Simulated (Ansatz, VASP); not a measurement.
# NaCuH3 in VASP and in Ansatz

The input INCAR:

```
SYSTEM = NaCuH3
PREC = Accurate
ENCUT = 600
EDIFF = 1E-7
ISMEAR = -1
SIGMA = 0.15
LREAL = .False.
LASPH = .True.
NELM = 120
ALGO = Normal
ISIF = 3
LWAVE = .False.
LCHARG = .False.
GGA = PE
IBRION = 2
NSW = 80
EDIFFG = -0.001
GGA_COMPAT = .False.
NELMIN = 4
```

Contents of KPOINTS:

```
Automatic mesh
0
Gamma
  10 10 10
  0 0 0
```

POSCAR

```
NaCuH3
1.0
    3.5038290346      0.0000000000      0.0000000000
    0.0000000000      3.5038290346      0.0000000000
    0.0000000000      0.0000000000      3.5038290346
Na Cu H
1 1 3
Direct
    0.0000000000      0.0000000000      0.0000000000
    0.5000000000      0.5000000000      0.5000000000
    0.0000000000      0.5000000000      0.5000000000
    0.5000000000      0.0000000000      0.5000000000
    0.5000000000      0.5000000000      0.0000000000
```

Input for Ansatz:

```yaml
crystal:
  lattice:
    - [3.5038290346, 0.0, 0.0]
    - [0.0, 3.5038290346, 0.0]
    - [0.0, 0.0, 3.5038290346]
  atoms:
    - { symbol: Na, position: [0.0, 0.0, 0.0] }
    - { symbol: Cu, position: [0.5, 0.5, 0.5] }
    - { symbol: H, position: [0.0, 0.5, 0.5] }
    - { symbol: H, position: [0.5, 0.0, 0.5] }
    - { symbol: H, position: [0.5, 0.5, 0.0] }
basis:
  ecutwfc: 420
kpoints:
  mp_grid: { grid: [10, 10, 10] }
hamiltonian:
  xc: pbe
scf:
  occupations: { method: fermi_dirac, width: 0.15 }
output:
  forces: true
  stress: true
  eigenvalues: true
relax:
  adjacent_minimum: "off"
  f_tol: 0.001
  max_steps: 60
  cell: { stress_tol: 0.01 }
```

Alike in both runs: task relaxation of cell and atoms; functional PBE; k mesh 10 × 10 × 10; occupations fermi-dirac, width 0.15 eV; no spin polarisation.

|  | VASP | Ansatz |
| --- | --- | --- |
| version | VASP 6.6.1 | Ansatz 0.2.0 |
| potentials or method | VASP PAW PBE potentials, release 64 (Na_pv, Cu, H), cutoff 600 eV | scalar-relativistic, plane waves, PAW |
| valence electrons in the cell | 21 | 31 |

|  | VASP | Ansatz | Ansatz less VASP |
| --- | --- | --- | --- |
| gap on the k mesh at the Fermi level, each at its own relaxed structure (eV) | none | none | - |
| relaxed volume (Å³/atom) | 8.63 | 8.61 | -0.024 |
| relaxed cell length with the largest relative difference (Å) | 3.508 | 3.505 | -0.0032 |

A gap of «none» marks a metal or a gap that the smearing closes. VASP's potentials hold 21 valence electrons a cell and Ansatz's 31, so a difference there can come from the potentials and not from the codes.
